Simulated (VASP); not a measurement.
A run of VASP 6.6.1 is set up as follows.

Contents of INCAR:

```
PREC     = Accurate       # precision mode
ENCUT    = 520            # plane-wave cutoff, eV
EDIFF    = 1E-6           # SCF threshold, eV
ISMEAR   = 0              # smearing method
SIGMA    = 0.01           # smearing width, eV
LREAL    = F              # projectors in reciprocal space
LASPH    = T              # aspherical terms in the spheres
NELM     = 80             # most SCF steps
ALGO     = Normal         # electronic algorithm
ISIF     = 2              # what is computed and relaxed
LWAVE    = F              # write WAVECAR
LCHARG   = F              # write CHGCAR
GGA      = PS             # functional
NBANDS   = 9              # bands
```

File KPOINTS:

```
Automatic mesh
0
Gamma
  10 10 10
```

File POSCAR:

```
LiH
1.0
    0.0000000000      1.9729300893      1.9729300893
    1.9729300893      0.0000000000      1.9729300893
    1.9729300893      1.9729300893      0.0000000000
Li H
1 1
Direct
    0.0000000000      0.0000000000      0.0000000000
    0.5000000000      0.5000000000      0.5000000000
```

Potentials or basis: VASP PAW PBE potentials, release 64 (Li_sv, H).

The run is started by

```sh
$ cat potpaw_PBE.64/Li_sv/POTCAR potpaw_PBE.64/H/POTCAR > POTCAR
$ mpirun -np 1 vasp_std > vasp.out
```

Q: Estimate the band gap on the k mesh.

A: 2.70 eV, direct.

 A k mesh can miss the band edges.
